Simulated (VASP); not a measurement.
Set up this calculation in VASP 6.6.1, as the native input.

```yaml
Task: single point
Functional: PBE
Potentials_or_basis: VASP PAW PBE potentials, release 64 (Ti_sv, W_sv)
Cutoff: 500 eV
k_mesh: 6 × 6 × 4
Occupations: gaussian, width 0.2 eV
Spin: no spin polarisation
Dipole_correction: no
Further_INCAR_settings: ALGO = Normal; EDIFF = 1e-06; NBANDS = 75
```

The structure of Ti3W2 lies in POSCAR:

```
Ti3W2
1.0
    4.5452064537      0.0000000000      0.0000000000
   -2.2726032269     -1.3120880848     -4.5638584371
    0.0000000000      7.8725285087      0.0000000000
Ti W
6 4
Direct
    0.0954403833      0.1908807666      0.6984801278
    0.5954403833      0.1908807666      0.1984801278
    0.4045596167      0.8091192334      0.8015198722
    0.9045596167      0.8091192334      0.3015198722
    0.5000000000      0.0000000000      0.5000000000
    0.0000000000      0.0000000000      0.0000000000
    0.7026121064      0.4052242129      0.9008707021
    0.2026121064      0.4052242129      0.4008707021
    0.7973878936      0.5947757871      0.5991292979
    0.2973878936      0.5947757871      0.0991292979
```

The input as run:

INCAR

```
SYSTEM = Ti3W2
ALGO = Normal
EDIFF = 1E-6
ENCUT = 500
GGA = PE
GGA_COMPAT = .FALSE.
ISIF = 2
ISMEAR = 0
LASPH = .TRUE.
LCHARG = .FALSE.
LREAL = .FALSE.
LWAVE = .FALSE.
NBANDS = 75
NELM = 120
PREC = Accurate
SIGMA = 0.2
```

KPOINTS

```
k-points
0
G
  6 6 4
  0 0 0
```

Potentials or basis: VASP PAW PBE potentials, release 64 (Ti_sv, W_sv).

Run with:

```sh
$ cat potpaw_PBE.64/Ti_sv/POTCAR potpaw_PBE.64/W_sv/POTCAR > POTCAR
$ mpirun -np 1 vasp_std > vasp.out
```

Results of the run:

* Pressure: 0.1 GPa
* Largest force: 0.054 eV/Å
* Band gap on the k mesh: zero (band 64 reaches 9.59 eV, above the bottom of band 65 at 9.13 eV)

Caveat: spin-orbit coupling is left out, which moves the levels of the heavy elements.

It took 7.1 min on 1 thread of AMD EPYC 9R45 96-Core Processor (Zen 5), on a shared host, peak memory 0.51 GiB.
